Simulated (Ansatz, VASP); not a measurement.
# One calculation of In, two programs

```xyz
1
Lattice="-1.5946 1.5946 2.5108 1.5946 -1.5946 2.5108 1.5946 1.5946 -2.5108" Properties=species:S:1:pos:R:3 pbc="T T T"
In    0.0000    0.0000    0.0000
```

Alike in both runs: task single point; functional PBEsol; k mesh 16 × 16 × 16; occupations fermi-dirac, width 0.05 eV; no spin polarisation.

```csv
,VASP,Ansatz
version,VASP 6.6.1,Ansatz 0.2.0
potentials or method,"VASP PAW PBE potentials, release 64 (In_d)","PAW with Ansatz's default frozen-core files, scalar-relativistic"
plane-wave cutoff (eV),520,420
valence electrons in the cell,13,13
```

```csv
,VASP,Ansatz,Ansatz less VASP
pressure (GPa),0.0,0.0,+0.01
```

VASP's potentials were made for PBE, not for PBEsol. Ansatz's warnings: optics on partly filled bands.
